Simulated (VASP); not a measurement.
# BaTiO3 in VASP: further runs

Runs on BaTiO3. Level: PBE. Tasks: relaxation of cell and atoms, single point.

Everything below comes from runs of VASP 6.6.1. Logs are shortened: lines on timing, memory, paths and dates and some standing lists are left out, and cuts for length are marked.

### Step 1. The cell of the first run

It takes space group P4/mmm (No. 123, tetragonal). Conventional cell: a = 4.000 Å, b = 4.000 Å, c = 4.018 Å, α = 90.00°, β = 90.00°, γ = 90.00°. Ba (site symmetry 4/mmm) has 12 O at 2.83 Å and 8 Ti at 3.47 Å within 3.7 Å. Ti (site symmetry 4/mmm) has 6 O at 2.00 to 2.01 Å within 2.6 Å. O (site symmetry 4/mmm) has 2 Ti at 2.01 Å within 2.7 Å. O (site symmetry mmm) has 2 Ti at 2.00 Å within 2.6 Å.

### Step 2. Relaxation of cell and atoms, PBE

INCAR

```
PREC = Accurate
ENCUT = 600
EDIFF = 1E-7
ISMEAR = 0
SIGMA = 0.02
LREAL = False
LASPH = True
NELM = 100
ALGO = Normal
ISIF = 3
LWAVE = False
LCHARG = False
GGA = PE
IBRION = 2
NSW = 100
EDIFFG = -0.005
```

KPOINTS

```
Automatic mesh
0
Gamma
  8 8 8
```

POSCAR

```
BaTiO3
1.0
    3.9998000000      0.0000000000      0.0000000000
    0.0000000000      3.9998000000      0.0000000000
    0.0000000000      0.0000000000      4.0180000000
Ba Ti O
1 1 3
Direct
    0.0000000000      0.0000000000      0.0000000000
    0.5000000000      0.5000000000      0.5000000000
    0.5000000000      0.5000000000      0.0000000000
    0.5000000000      0.0000000000      0.5000000000
    0.0000000000      0.5000000000      0.5000000000
```

Potentials or basis: VASP PAW PBE potentials, release 64 (Ba_sv, Ti_sv, O).

Command:

```bash
cat potpaw_PBE.64/Ba_sv/POTCAR potpaw_PBE.64/Ti_sv/POTCAR potpaw_PBE.64/O/POTCAR > POTCAR
mpirun -np 1 vasp_std > vasp.out
```

OUTCAR:

```text
PREC = Accurate
   ENCUT = 600
   EDIFF = 1E-7
   ISMEAR = 0
   LREAL = False
   LASPH = True
   NELM = 100
   ISIF = 3
   GGA = PE
   IBRION = 2
   NSW = 100
   EDIFFG = -0.005

 ion  position               nearest neighbor table
   1  0.000  0.000  0.000-   3 2.83   3 2.83   3 2.83   3 2.83   5 2.83   4 2.83   5 2.83   5 2.83
                             5 2.83   4 2.83   4 2.83   4 2.83   2 3.47   2 3.47   2 3.47   2 3.47
   2  0.500  0.500  0.500-   4 2.00   5 2.00   4 2.00   5 2.00   3 2.01   3 2.01   1 3.47   1 3.47
                             1 3.47   1 3.47   1 3.47   1 3.47   1 3.47   1 3.47
   3  0.500  0.500  0.000-   2 2.01   2 2.01   1 2.83   1 2.83   1 2.83   1 2.83
   4  0.500  0.000  0.500-   2 2.00   2 2.00   1 2.83   1 2.83   1 2.83   1 2.83
   5  0.000  0.500  0.500-   2 2.00   2 2.00   1 2.83   1 2.83   1 2.83   1 2.83

  LATTYP: Found a simple tetragonal cell.
 ALAT       =     3.9998000000
 C/A-ratio  =     1.0045502275

  Lattice vectors:

 A1 = (   3.9998000000,   0.0000000000,   0.0000000000)
 A2 = (   0.0000000000,   3.9998000000,   0.0000000000)
 A3 = (   0.0000000000,   0.0000000000,   4.0180000000)

Analysis of symmetry for initial positions (statically):
=====================================================================
 Subroutine PRICEL returns:
 Original cell was already a primitive cell.

 Routine SETGRP: Setting up the symmetry group for a
 simple tetragonal supercell.

 Subroutine GETGRP returns: Found 16 space group operations
 (whereof 16 operations were pure point group operations)
 out of a pool of 16 trial point group operations.

The static configuration has the point symmetry D_4h.

Analysis of symmetry for dynamics (positions and initial velocities):
=====================================================================
 Subroutine PRICEL returns:
 Original cell was already a primitive cell.

 Routine SETGRP: Setting up the symmetry group for a
 simple tetragonal supercell.

 Subroutine GETGRP returns: Found 16 space group operations
 (whereof 16 operations were pure point group operations)
 out of a pool of 16 trial point group operations.

The dynamic configuration has the point symmetry D_4h.

 Subroutine INISYM returns: Found 16 space group operations
 (whereof 16 operations are pure point group operations),
 and found     1 'primitive' translations

----------------------------------------------------------------------------------------

                                     Primitive cell

  volume of cell :      64.2816

  direct lattice vectors                    reciprocal lattice vectors
     3.999800000  0.000000000  0.000000000     0.250012501  0.000000000  0.000000000
     0.000000000  3.999800000  0.000000000     0.000000000  0.250012501  0.000000000
     0.000000000  0.000000000  4.018000000     0.000000000  0.000000000  0.248880040

  length of vectors
     3.999800000  3.999800000  4.018000000     0.250012501  0.250012501  0.248880040

  position of ions in fractional coordinates (direct lattice)
     0.000000000  0.000000000  0.000000000
     0.500000000  0.500000000  0.500000000
     0.500000000  0.500000000  0.000000000
     0.500000000  0.000000000  0.500000000
     0.000000000  0.500000000  0.500000000

  ion indices of the primitive-cell ions
   primitive index   ion index
                 1           1
                 2           2
                 3           3
                 4           4
                 5           5

----------------------------------------------------------------------------------------

 KPOINTS: Automatic mesh

Automatic generation of k-mesh.
 Grid dimensions read from file:
 generate k-points for:    8    8    8

 Generating k-lattice:

  Cartesian coordinates                     Fractional coordinates (reciprocal lattice)
     0.031251563  0.000000000  0.000000000     0.125000000  0.000000000  0.000000000
     0.000000000  0.031251563  0.000000000     0.000000000  0.125000000  0.000000000
     0.000000000  0.000000000  0.031110005     0.000000000  0.000000000  0.125000000

  Length of vectors
     0.031251563  0.031251563  0.031110005

  Shift w.r.t. Gamma in fractional coordinates (k-lattice)
     0.000000000  0.000000000  0.000000000

 Subroutine IBZKPT returns following result:
 ===========================================

 Found     75 irreducible k-points:

 Following reciprocal coordinates:
            Coordinates               Weight
  0.000000  0.000000  0.000000      1.000000
  0.125000  0.000000  0.000000      4.000000
  0.250000  0.000000  0.000000      4.000000
  0.375000  0.000000  0.000000      4.000000
  0.500000  0.000000  0.000000      2.000000
  0.125000  0.125000  0.000000      4.000000
[... 16 lines left out ...]
  0.375000  0.125000  0.125000     16.000000
  0.500000  0.125000  0.125000      8.000000
 [... further k-points ...]
   k-points           NKPTS =     75   k-points in BZ     NKDIM =     75   number of bands    NBANDS=     24
   number of dos      NEDOS =    301   number of ions     NIONS =      5
   total plane-waves  NPLWV =  32768
   dimension x,y,z NGX =    32 NGY =   32 NGZ =   32
   dimension x,y,z NGXF=    64 NGYF=   64 NGZF=   64
   ions per type =               1   1   3
   NGX,Y,Z   is equivalent  to a cutoff of  13.30, 13.30, 13.24 a.u.
   NGXF,Y,Z  is equivalent  to a cutoff of  26.60, 26.60, 26.48 a.u.
 SYSTEM =  unknown system
   PREC   = accura    normal or accurate (medium, high low for compatibility)
   ISTART =      0    job   : 0-new  1-cont  2-samecut
   ICHARG =      2    charge: 1-file 2-atom 10-const
   ISPIN  =      1    spin polarized calculation?
   LNONCOLLINEAR =      F non collinear calculations
   LSORBIT =      F    spin-orbit coupling
   LASPH  =      T    aspherical Exc in radial PAW
   ENCUT  =  600.0 eV  44.10 Ry    6.64 a.u.   7.99  7.99  8.02*2*pi/ulx,y,z
   NELM   =    100;   NELMIN=  2; NELMDL= -5     # of ELM steps
   EDIFF  = 0.1E-06   stopping-criterion for ELM
   LREAL  =      F    real-space projection
   EDIFFG = -.5E-02   stopping-criterion for IOM
   NSW    =    100    number of steps for IOM
   IBRION =      2    ionic relax: 0-MD 1-quasi-New 2-CG
   NFREE  =      1    steps in history (QN), initial steepest desc. (CG)
   ISIF   =      3    stress and relaxation
   ISYM   =      2    0-nonsym 1-usesym 2-fastsym
   POTIM  = 0.5000    time-step for ionic-motion
   TEBEG  =    0.0;   TEEND  =   0.0 temperature during run
   PSTRESS=    0.0 pullay stress
   NELECT =      40.0000    total number of electrons
   NUPDOWN=      -1.0000    fix difference up-down
   EMIN   =  10.00;   EMAX   =-10.00  energy-range for DOS
   EFERMI =   0.00;   METHOD = LEGACY
   ISMEAR =     0;   SIGMA  =   0.02  broadening in eV -4-tet -1-fermi 0-gaus
   EFERMI_NEDOS =   21; number of points for ismear=-14 and -15
   IALGO  =     38    algorithm
   IMIX   =      4    mixing-type and parameters
     AMIX     =   0.40;   BMIX     =  1.00
     AMIX_MAG =   1.60;   BMIX_MAG =  1.00
  volume/ion in A,a.u.               =      12.86        86.76
  Fermi-wavevector in a.u.,A,eV,Ry     =   1.397653  2.641181 26.578078  1.953434
  Thomas-Fermi vector in A             =   2.520888
   LORBIT       =      0    0 simple, 1 ext, 2 COOP (PROOUT), +10 PAW based schemes
   GGA     = PE    functional components
   LHFCALC =     F    Hartree Fock is set to
   AEXX    =    0.0000 exact exchange contribution
   IVDW    =     0    specifies the selected vdW correction
   LEPSILON=     F    determine dielectric tensor
   LRPA    =     F    only Hartree local field effects (RPA)
 conjugate gradient relaxation of ions
 non-spin polarized calculation
 Gauss-broadening in eV      SIGMA  =   0.02
  energy-cutoff  :      600.00
  volume of cell :       64.28
 maximum number of plane-waves:      2176
 NGX is ok and might be reduce to    32
   NGX = 15   NGY = 15   NGZ = 17

--------------------------------------- Ionic step        1  -------------------------------------------

 number of electron      39.9999998 magnetization

 Free energy of the ion-electron system (eV)
  ---------------------------------------------------
  ext. energy  EPLUGINS =         0.00000000
  ---------------------------------------------------
  free energy    TOTEN  =       -39.97678325 eV

  energy without entropy =      -39.97678325  energy(sigma->0) =      -39.97678325

------------------------ aborting loop because EDIFF is reached ----------------------------------------

  FORCE on cell =-STRESS in cart. coord.  units (eV):
  Direction    XX          YY          ZZ          XY          YZ          ZX
  --------------------------------------------------------------------------------------
  -------------------------------------------------------------------------------------
  Total        1.4333664      1.4333664      1.0815355      0.0000000     -0.0000000      0.0000000
  in kB       35.7257462     35.7257462     26.9565843      0.0000000     -0.0000000      0.0000000
  external PRESSURE =      32.8026923 kB  Pullay stress =       0.0000000 kB

 VOLUME and BASIS-vectors are now :
 -----------------------------------------------------------------------------
  energy-cutoff  :      600.00
  volume of cell :       64.28
      direct lattice vectors                 reciprocal lattice vectors
     3.999800000  0.000000000  0.000000000     0.250012501  0.000000000  0.000000000
     0.000000000  3.999800000  0.000000000     0.000000000  0.250012501  0.000000000
     0.000000000  0.000000000  4.018000000     0.000000000  0.000000000  0.248880040
[... 196 lines left out ...]
 POSITION                                       TOTAL-FORCE (eV/Angst)
 -----------------------------------------------------------------------------------
      0.00000      0.00000      0.00000         0.000000     -0.000000      0.000000
      2.01566      2.01566      2.01582         0.000000      0.000000      0.000000
      2.01566      2.01566     -0.00000         0.000000     -0.000000      0.000000
      2.01566     -0.00000      2.01582         0.000000     -0.000000      0.000000
      0.00000      2.01566      2.01582         0.000000      0.000000      0.000000
 -----------------------------------------------------------------------------------
    total drift:                                0.000000     -0.000000     -0.000000

  FREE ENERGIE OF THE ION-ELECTRON SYSTEM (eV)
  ---------------------------------------------------
  free  energy   TOTEN  =       -39.9899669514 eV

  energy  without entropy=      -39.9899669514  energy(sigma->0) =      -39.98996695

--------------------------------------- Ionic step        7  -------------------------------------------

 number of electron      40.0000012 magnetization

 Free energy of the ion-electron system (eV)
  ---------------------------------------------------
  ext. energy  EPLUGINS =         0.00000000
  ---------------------------------------------------
  free energy    TOTEN  =       -39.98996704 eV

  energy without entropy =      -39.98996704  energy(sigma->0) =      -39.98996704

 E-fermi :   3.9092     XC(G=0): -11.1464

 val. band max:        3.6672409020   @ k =   0.5000   0.5000   0.5000
 cond. band min:       5.3699419497   @ k =   0.0000   0.0000   0.0000
 fundamental gap:      1.7027010477
 Fermi energy:         3.9091530869

 k-point     1 :       0.0000    0.0000    0.0000
  band No.  band energies     occupation
      1     -53.0598      2.00000
      2     -29.2598      2.00000
      3     -29.2598      2.00000
      4     -29.2598      2.00000
      5     -21.1966      2.00000
      6     -13.1758      2.00000
[... 16 lines left out ...]
     23       5.3700      0.00000
     24       7.4244      0.00000
[... 598 lines left out ...]
      2     -29.3057      2.00000
      3     -29.2646      2.00000
      4     -29.2644      2.00000
      5     -21.0705      2.00000
      6     -13.2272      2.00000
[... 16 lines left out ...]
     23       7.0758      0.00000
     24       8.0516      0.00000

 [... further k-points ...]

------------------------ aborting loop because EDIFF is reached ----------------------------------------

  FORCE on cell =-STRESS in cart. coord.  units (eV):
  Direction    XX          YY          ZZ          XY          YZ          ZX
  --------------------------------------------------------------------------------------
  -------------------------------------------------------------------------------------
  Total        0.0249605      0.0249605      0.0247485      0.0000000      0.0000000      0.0000000
  in kB        0.6103650      0.6103650      0.6051805      0.0000000      0.0000000      0.0000000
  external PRESSURE =       0.6086368 kB  Pullay stress =       0.0000000 kB

 VOLUME and BASIS-vectors are now :
 -----------------------------------------------------------------------------
  energy-cutoff  :      600.00
  volume of cell :       65.52
      direct lattice vectors                 reciprocal lattice vectors
     4.031419262  0.000000000  0.000000000     0.248051600  0.000000000  0.000000000
     0.000000000  4.031419262 -0.000000000     0.000000000  0.248051600  0.000000000
     0.000000000 -0.000000000  4.031418239     0.000000000  0.000000000  0.248051663

 POSITION                                       TOTAL-FORCE (eV/Angst)
 -----------------------------------------------------------------------------------
      0.00000      4.03142      4.03142         0.000000     -0.000000      0.000000
      2.01571      2.01571      2.01571         0.000000      0.000000      0.000000
      2.01571      2.01571      4.03142         0.000000      0.000000      0.000000
      2.01571      4.03142      2.01571         0.000000     -0.000000      0.000000
      0.00000      2.01571      2.01571         0.000000     -0.000000      0.000000
 -----------------------------------------------------------------------------------
    total drift:                                0.000000     -0.000000     -0.000000

  FREE ENERGIE OF THE ION-ELECTRON SYSTEM (eV)
  ---------------------------------------------------
  free  energy   TOTEN  =       -39.9899670380 eV

  energy  without entropy=      -39.9899670380  energy(sigma->0) =      -39.98996704

 reached required accuracy - stopping structural energy minimisation
```

Run time: 9.2 min. Hardware: 1 thread of Intel Xeon Platinum 8259CL at 2.50GHz (Skylake/Cascade Lake), shared host; peak memory 0.29 GiB.

What came out:

| Property | Result |
| --- | --- |
| Free energy | -39.9900 eV |
| Relaxed volume | 13.10 Å³/atom |
| Relaxed cell | a = 4.031 Å, b = 4.031 Å, c = 4.031 Å, α = 90.00°, β = 90.00°, γ = 90.00° |
| Space group after relaxing (to 0.05 Å) | Pm-3m (No. 221) |
| Energy gained by relaxing | 2.6 meV/atom |
| Ionic steps | 7 |
| Pressure after relaxing | 0.1 GPa |
| Band gap on the k mesh | 1.70 eV, indirect (least direct gap 1.87 eV) |

The path:
```tsv
step	energy change (eV)	largest force (eV/Å)	pressure (GPa)	volume (Å³)
1	0.0000	0.0000	3.28	64.28
2	-0.0022	0.0000	-2.84	66.76
3	-0.0130	0.0000	-0.04	65.56
4	-0.0130	0.0000	0.03	65.53
5	-0.0132	0.0000	0.05	65.53
6	-0.0132	0.0000	0.06	65.52
7	-0.0132	0.0000	0.06	65.52
```

Final structure:
```
Ba Ti O
1.0
     4.03142    0.00000    0.00000
     0.00000    4.03142    0.00000
     0.00000    0.00000    4.03142
Ba Ti O
1 1 3
Cartesian
  0.0000 4.0314 4.0314
  2.0157 2.0157 2.0157
  2.0157 2.0157 4.0314
  2.0157 4.0314 2.0157
  0.0000 2.0157 2.0157
```

Caveat: spin-orbit coupling is left out, which moves the levels of the heavy elements. A k mesh can miss the band edges.

### Step 3. Single point, PBE

This run uses another cell than the first one, of 12.99 Å³/atom, 1.010 times its volume.

INCAR

```
PREC = Accurate
ENCUT = 520
EDIFF = 1E-6
ISMEAR = 0
SIGMA = 0.05
LREAL = F
LASPH = T
NELM = 60
ALGO = Normal
ISIF = 2
LWAVE = F
LCHARG = T
GGA = PE
LELF = T
LVHAR = T
NBANDS = 28
```

KPOINTS

```
regular mesh
0
Gamma
  8 8 8
```

POSCAR, as its differences from that of step 2:

```diff
@@ -2,5 +2,5 @@
 1.0
-    3.9998000000      0.0000000000      0.0000000000
-    0.0000000000      3.9998000000      0.0000000000
-    0.0000000000      0.0000000000      4.0180000000
+    4.0192318615      0.0000000000      0.0000000000
+    0.0000000000      4.0192318615      0.0000000000
+    0.0000000000      0.0000000000      4.0192813204
 Ba Ti O
```

Potentials or basis: VASP PAW PBE potentials, release 64 (Ba_sv, Ti_sv, O).

Command:

```bash
cat potpaw_PBE.64/Ba_sv/POTCAR potpaw_PBE.64/Ti_sv/POTCAR potpaw_PBE.64/O/POTCAR > POTCAR
mpirun -np 1 vasp_std > vasp.out
```

It took 2.7 min on 1 thread of Intel Xeon Platinum 8375C at 2.90GHz (Ice Lake), shared host; peak memory 0.26 GiB.

It converged, with:

```
Free energy            : -39.9818 eV
Pressure               : 1.7 GPa
Band gap on the k mesh : 1.72 eV, indirect (least direct gap 1.88 eV)
```

Levels at points of the mesh, in eV from the valence-band top:
| k point | band 17 | band 18 | band 19 | band 20 | band 21 | band 22 | band 23 | band 24 |
| --- | --- | --- | --- | --- | --- | --- | --- | --- |
| (0.00, 0.00, 0.00) | -1.07 | -0.16 | -0.16 | -0.16 | 1.72 | 1.72 | 1.72 | 3.82 |
| (0.50, 0.00, 0.00) | -1.81 | -1.81 | -0.71 | -0.71 | 1.87 | 3.42 | 3.42 | 3.82 |
| (0.50, 0.50, 0.00) | -1.73 | -0.88 | -0.88 | -0.09 | 3.43 | 3.43 | 3.84 | 4.65 |
| (0.00, 0.00, 0.50) | -1.81 | -1.81 | -0.71 | -0.71 | 1.87 | 3.42 | 3.42 | 3.82 |
| (0.50, 0.00, 0.50) | -1.72 | -0.88 | -0.88 | -0.09 | 3.43 | 3.43 | 3.84 | 4.65 |
| (0.50, 0.50, 0.50) | -2.41 | 0.00 | 0.00 | 0.00 | 4.08 | 4.08 | 4.08 | 6.67 |

Caveat: spin-orbit coupling is left out, which moves the levels of the heavy elements.
